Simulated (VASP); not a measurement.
# La (P6_3/mmc) in VASP: further runs

The runs below take La through single point, relaxation of cell and atoms, with PBEsol.

Everything below comes from runs of VASP 6.6.1. Logs are shortened: lines on timing, memory, paths and dates and some standing lists are left out, and cuts for length are marked.

## (1) The cell of the first run

Symmetry: P6_3/mmc, No. 194, hexagonal system. The conventional cell has a = 3.184 Å, b = 3.184 Å, c = 5.357 Å, α = 90.00°, β = 90.00°, γ = 120.00°. Within 4.2 Å of La (site symmetry -6m2) lie 12 La at 3.18 to 3.25 Å.

## (2) Single point, PBEsol

INCAR reads:

```
SYSTEM = La
PREC     = Accurate       ! precision mode
ENCUT    = 520            ! plane-wave cutoff, eV
EDIFF    = 1E-6           ! SCF threshold, eV
ISMEAR   = -1             ! smearing method
SIGMA    = 0.08           ! smearing width, eV
LREAL    = .False.        ! projectors in reciprocal space
LASPH    = .True.         ! aspherical terms in the spheres
NELM     = 100            ! most SCF steps
ALGO     = Normal         ! electronic algorithm
ISIF     = 2              ! what is computed and relaxed
LWAVE    = .False.        ! write WAVECAR
LCHARG   = .True.         ! write CHGCAR
GGA      = PS             ! functional
LELF     = .True.         ! ELF
LVHAR    = .True.       
NBANDS   = 18             ! bands
```

KPOINTS reads:

```
Automatic mesh
0
Gamma
  14 14 8
  0 0 0
```

POSCAR reads:

```
La
1.0
    3.1835402898      0.0000000000      0.0000000000
   -1.5917701449      2.7570267650      0.0000000000
    0.0000000000      0.0000000000      5.3574219627
La
2
Direct
    0.3333333333      0.6666666667      0.2500000000
    0.6666666667      0.3333333333      0.7500000000
```

Potentials or basis: VASP PAW PBE potentials, release 64 (La).

Started as:

```
cat potpaw_PBE.64/La/POTCAR > POTCAR
mpirun -np 1 vasp_std > vasp.out
```

OUTCAR:

```text
SYSTEM = La
   PREC = Accurate
   ENCUT = 520
   EDIFF = 1E-6
   ISMEAR = -1
   LREAL = .False.
   LASPH = .True.
   NELM = 100
   ISIF = 2
   GGA = PS

 ion  position               nearest neighbor table
   1  0.333  0.667  0.250-   2 3.25   2 3.25   2 3.25   2 3.25   2 3.25   2 3.25
   2  0.667  0.333  0.750-   1 3.25   1 3.25   1 3.25   1 3.25   1 3.25   1 3.25

  LATTYP: Found a hexagonal cell.
 ALAT       =     3.1835402898
 C/A-ratio  =     1.6828503725

  Lattice vectors:

 A1 = (   3.1835402898,   0.0000000000,   0.0000000000)
 A2 = (  -1.5917701449,   2.7570267650,   0.0000000000)
 A3 = (   0.0000000000,   0.0000000000,   5.3574219627)

Analysis of symmetry for initial positions (statically):
=====================================================================
 Subroutine PRICEL returns:
 Original cell was already a primitive cell.

 Routine SETGRP: Setting up the symmetry group for a
 hexagonal supercell.

 Subroutine GETGRP returns: Found 24 space group operations
 (whereof 12 operations were pure point group operations)
 out of a pool of 24 trial point group operations.

The static configuration has the point symmetry D_3d.
 The point group associated with its full space group is D_6h.

Analysis of symmetry for dynamics (positions and initial velocities):
=====================================================================
 Subroutine PRICEL returns:
 Original cell was already a primitive cell.

 Routine SETGRP: Setting up the symmetry group for a
 hexagonal supercell.

 Subroutine GETGRP returns: Found 24 space group operations
 (whereof 12 operations were pure point group operations)
 out of a pool of 24 trial point group operations.

The dynamic configuration has the point symmetry D_3d.
 The point group associated with its full space group is D_6h.

 Subroutine INISYM returns: Found 24 space group operations
 (whereof 12 operations are pure point group operations),
 and found     1 'primitive' translations

----------------------------------------------------------------------------------------

                                     Primitive cell

  volume of cell :      47.0227

  direct lattice vectors                    reciprocal lattice vectors
     3.183540290  0.000000000  0.000000000     0.314115704  0.181354786  0.000000000
    -1.591770145  2.757026765  0.000000000     0.000000000  0.362709573  0.000000000
     0.000000000  0.000000000  5.357421963     0.000000000  0.000000000  0.186656942

  length of vectors
     3.183540290  3.183540290  5.357421963     0.362709573  0.362709573  0.186656942

  position of ions in fractional coordinates (direct lattice)
     0.333333333  0.666666667  0.250000000
     0.666666667  0.333333333  0.750000000

  ion indices of the primitive-cell ions
   primitive index   ion index
                 1           1
                 2           2

----------------------------------------------------------------------------------------

 KPOINTS: Automatic mesh

Automatic generation of k-mesh.
 Grid dimensions read from file:
 generate k-points for:   14   14    8

 Generating k-lattice:

  Cartesian coordinates                     Fractional coordinates (reciprocal lattice)
     0.022436836  0.012953913  0.000000000     0.071428571  0.000000000  0.000000000
     0.000000000  0.025907827  0.000000000     0.000000000  0.071428571  0.000000000
     0.000000000  0.000000000  0.023332118     0.000000000  0.000000000  0.125000000

  Length of vectors
     0.025907827  0.025907827  0.023332118

  Shift w.r.t. Gamma in fractional coordinates (k-lattice)
     0.000000000  0.000000000  0.000000000

 Subroutine IBZKPT returns following result:
 ===========================================

 Found    120 irreducible k-points:

 Following reciprocal coordinates:
            Coordinates               Weight
  0.000000  0.000000  0.000000      1.000000
  0.071429  0.000000  0.000000      6.000000
  0.142857  0.000000  0.000000      6.000000
  0.214286  0.000000  0.000000      6.000000
  0.285714  0.000000  0.000000      6.000000
  0.357143  0.000000  0.000000      6.000000
[... 16 lines left out ...]
  0.285714  0.285714  0.000000      6.000000
  0.357143  0.285714  0.000000      6.000000
 [... further k-points ...]
   k-points           NKPTS =    120   k-points in BZ     NKDIM =    120   number of bands    NBANDS=     18
   number of dos      NEDOS =    301   number of ions     NIONS =      2
   total plane-waves  NPLWV =  23040
   dimension x,y,z NGX =    24 NGY =   24 NGZ =   40
   dimension x,y,z NGXF=    48 NGYF=   48 NGZF=   80
   ions per type =               2
   NGX,Y,Z   is equivalent  to a cutoff of  12.53, 12.53, 12.41 a.u.
   NGXF,Y,Z  is equivalent  to a cutoff of  25.07, 25.07, 24.82 a.u.
 SYSTEM =  La
   PREC   = accura    normal or accurate (medium, high low for compatibility)
   ISTART =      0    job   : 0-new  1-cont  2-samecut
   ICHARG =      2    charge: 1-file 2-atom 10-const
   ISPIN  =      1    spin polarized calculation?
   LNONCOLLINEAR =      F non collinear calculations
   LSORBIT =      F    spin-orbit coupling
   LASPH  =      T    aspherical Exc in radial PAW
   ENCUT  =  520.0 eV  38.22 Ry    6.18 a.u.   5.92  5.92  9.96*2*pi/ulx,y,z
   NELM   =    100;   NELMIN=  2; NELMDL= -5     # of ELM steps
   EDIFF  = 0.1E-05   stopping-criterion for ELM
   LREAL  =      F    real-space projection
   EDIFFG = 0.1E-04   stopping-criterion for IOM
   NSW    =      0    number of steps for IOM
   IBRION =     -1    ionic relax: 0-MD 1-quasi-New 2-CG
   NFREE  =      0    steps in history (QN), initial steepest desc. (CG)
   ISIF   =      2    stress and relaxation
   ISYM   =      2    0-nonsym 1-usesym 2-fastsym
   POTIM  = 0.5000    time-step for ionic-motion
   TEBEG  =    0.0;   TEEND  =   0.0 temperature during run
   PSTRESS=    0.0 pullay stress
   NELECT =      22.0000    total number of electrons
   NUPDOWN=      -1.0000    fix difference up-down
   EMIN   =  10.00;   EMAX   =-10.00  energy-range for DOS
   EFERMI =   0.00;   METHOD = LEGACY
   ISMEAR =    -1;   SIGMA  =   0.08  broadening in eV -4-tet -1-fermi 0-gaus
   EFERMI_NEDOS =   21; number of points for ismear=-14 and -15
   IALGO  =     38    algorithm
   IMIX   =      4    mixing-type and parameters
     AMIX     =   0.40;   BMIX     =  1.00
     AMIX_MAG =   1.60;   BMIX_MAG =  1.00
  volume/ion in A,a.u.               =      23.51       158.66
  Fermi-wavevector in a.u.,A,eV,Ry     =   1.270906  2.401664 21.976148  1.615201
  Thomas-Fermi vector in A             =   2.403868
   LORBIT       =      0    0 simple, 1 ext, 2 COOP (PROOUT), +10 PAW based schemes
   GGA     = PS    functional components
   LHFCALC =     F    Hartree Fock is set to
   AEXX    =    0.0000 exact exchange contribution
   IVDW    =     0    specifies the selected vdW correction
   LEPSILON=     F    determine dielectric tensor
   LRPA    =     F    only Hartree local field effects (RPA)
 non-spin polarized calculation
  energy-cutoff  :      520.00
  volume of cell :       47.02
 maximum number of plane-waves:      1286
 NGX is ok and might be reduce to    24
   NGX = 11   NGY = 11   NGZ = 19

 number of electron      21.9999998 magnetization

 Free energy of the ion-electron system (eV)
  ---------------------------------------------------
  ext. energy  EPLUGINS =         0.00000000
  ---------------------------------------------------
  free energy    TOTEN  =        -9.76305570 eV

  energy without entropy =       -9.71633208  energy(sigma->0) =       -9.73969389

 E-fermi :  13.1023     XC(G=0): -11.7198

 val. band max:       13.0889932165   @ k =   0.2857   0.2143   0.5000
 cond. band min:      13.1026546551   @ k =   0.1429   0.0000   0.0000
 fundamental gap:      0.0136614386
 Fermi energy:        13.1023367797

 k-point     1 :       0.0000    0.0000    0.0000
  band No.  band energies     occupation
      1     -19.8440      2.00000
      2     -18.9257      2.00000
      3      -5.3427      2.00000
      4      -1.3073      2.00000
      5      -1.3073      2.00000
      6      -1.0147      2.00000
[... 10 lines left out ...]
     17      15.3849      0.00000
     18      15.3898      0.00000

 k-point     2 :       0.0714    0.0000    0.0000
  band No.  band energies     occupation
      1     -19.8031      2.00000
      2     -18.9000      2.00000
      3      -5.2819      2.00000
      4      -1.5519      2.00000
      5      -1.3786      2.00000
      6      -1.0350      2.00000
[... 10 lines left out ...]
     17      15.4744      0.00000
     18      15.5194      0.00000

 k-point     3 :       0.1429    0.0000    0.0000
  band No.  band energies     occupation
      1     -19.6848      2.00000
      2     -18.8279      2.00000
      3      -5.1032      2.00000
      4      -2.1901      2.00000
      5      -1.6294      2.00000
      6      -1.5635      2.00000
[... 10 lines left out ...]
     17      15.2973      0.00000
     18      15.6698      0.00000

 k-point     4 :       0.2143    0.0000    0.0000
  band No.  band energies     occupation
      1     -19.5030      2.00000
      2     -18.7250      2.00000
      3      -4.8178      2.00000
      4      -3.0188      2.00000
      5      -2.4117      2.00000
      6      -1.8047      2.00000
[... 10 lines left out ...]
     17      15.5180      0.00000
     18      15.8464      0.00000

 k-point     5 :       0.2857    0.0000    0.0000
  band No.  band energies     occupation
      1     -19.2816      2.00000
      2     -18.6160      2.00000
      3      -4.4475      2.00000
      4      -3.8463      2.00000
      5      -3.2024      2.00000
      6      -2.0479      2.00000
[... 10 lines left out ...]
     17      15.9775      0.00000
     18      16.1694      0.00000

 k-point     6 :       0.3571    0.0000    0.0000
  band No.  band energies     occupation
      1     -19.0555      2.00000
      2     -18.5301      2.00000
      3      -4.5314      2.00000
      4      -4.0307      2.00000
      5      -3.8677      2.00000
      6      -2.2508      2.00000
[... 10 lines left out ...]
     17      15.8793      0.00000
     18      16.0377      0.00000

 k-point     7 :       0.4286    0.0000    0.0000
  band No.  band energies     occupation
      1     -18.8718      2.00000
      2     -18.4890      2.00000
      3      -4.9794      2.00000
      4      -4.3098      2.00000
      5      -3.6442      2.00000
      6      -2.3839      2.00000
[... 10 lines left out ...]
     17      15.8348      0.00000
     18      15.9809      0.00000

 k-point     8 :       0.5000    0.0000    0.0000
  band No.  band energies     occupation
      1     -18.7951      2.00000
      2     -18.4835      2.00000
      3      -5.1347      2.00000
      4      -4.4648      2.00000
      5      -3.4617      2.00000
      6      -2.4301      2.00000
[... 10 lines left out ...]
     17      15.8193      0.00000
     18      15.9363      0.00000
[... 229 lines left out ...]
     17      15.8199      0.00000
     18      15.8498      0.00000

 k-point    20 :       0.2143    0.2143    0.0000
  band No.  band energies     occupation
      1     -18.9970      2.00000
      2     -18.5081      2.00000
      3      -4.1034      2.00000
      4      -4.0115      2.00000
      5      -3.9202      2.00000
      6      -2.6301      2.00000
[... 10 lines left out ...]
     17      15.9031      0.00000
     18      16.0341      0.00000

 k-point    21 :       0.2857    0.2143    0.0000
  band No.  band energies     occupation
      1     -18.8123      2.00000
      2     -18.4721      2.00000
      3      -4.4981      2.00000
      4      -4.1269      2.00000
      5      -3.5211      2.00000
      6      -3.0585      2.00000
[... 10 lines left out ...]
     17      15.8539      0.00000
     18      15.9108      0.00000

 k-point    22 :       0.3571    0.2143    0.0000
  band No.  band energies     occupation
      1     -18.6831      2.00000
      2     -18.4757      2.00000
      3      -4.7204      2.00000
      4      -4.1128      2.00000
      5      -3.3759      2.00000
      6      -3.1897      2.00000
[... 10 lines left out ...]
     17      15.7977      0.00000
     18      15.8294      0.00000

 k-point    23 :       0.2857    0.2857    0.0000
  band No.  band energies     occupation
      1     -18.6654      2.00000
      2     -18.4760      2.00000
      3      -4.5165      2.00000
      4      -4.1010      2.00000
      5      -3.4864      2.00000
      6      -3.1445      2.00000
[... 10 lines left out ...]
     17      15.7610      0.00000
     18      15.8371      0.00000

 k-point    24 :       0.3571    0.2857    0.0000
  band No.  band energies     occupation
      1     -18.5858      2.00000
      2     -18.5041      2.00000
      3      -4.5204      2.00000
      4      -3.9010      2.00000
      5      -3.8067      2.00000
      6      -3.0527      2.00000
[... 10 lines left out ...]
     17      15.6191      0.00000
     18      15.8382      0.00000

 [... further k-points ...]
[... 5 lines left out ...]
  --------------------------------------------------------------------------------------
  -------------------------------------------------------------------------------------
  Total        5.0720884      5.0720884      5.0864818      0.0000000      0.0000000     -0.0000000
  in kB      172.8184899    172.8184899    173.3089097      0.0000000      0.0000000     -0.0000000
  external PRESSURE =     172.9819632 kB  Pullay stress =       0.0000000 kB

 VOLUME and BASIS-vectors are now :
 -----------------------------------------------------------------------------
  energy-cutoff  :      520.00
  volume of cell :       47.02
      direct lattice vectors                 reciprocal lattice vectors
     3.183540290  0.000000000  0.000000000     0.314115704  0.181354786  0.000000000
    -1.591770145  2.757026765  0.000000000     0.000000000  0.362709573  0.000000000
     0.000000000  0.000000000  5.357421963     0.000000000  0.000000000  0.186656942

 POSITION                                       TOTAL-FORCE (eV/Angst)
 -----------------------------------------------------------------------------------
     -0.00000      1.83802      1.33936         0.000000      0.000000      0.000000
      1.59177      0.91901      4.01807        -0.000000     -0.000000      0.000000
 -----------------------------------------------------------------------------------
    total drift:                                0.000000     -0.000000      0.000000

  FREE ENERGIE OF THE ION-ELECTRON SYSTEM (eV)
  ---------------------------------------------------
  free  energy   TOTEN  =        -9.7630557040 eV

  energy  without entropy=       -9.7163320822  energy(sigma->0) =       -9.73969389
```

It took 41 s on 1 thread of Intel Xeon 6975P-C (Granite Rapids), shared host; peak memory 0.24 GiB.

Results:

```yaml
Free_energy: -9.7631 eV
Pressure: 17.3 GPa
Band_gap_on_the_k_mesh: zero (band 11 reaches 14.25 eV, above the bottom of band 12 at 11.63 eV)
```

Caveat: the PAW data sets were made with another functional, which shifts forces and pressure a little; spin-orbit coupling is left out, which moves the levels of the heavy elements.

[end of part 1 of 3]
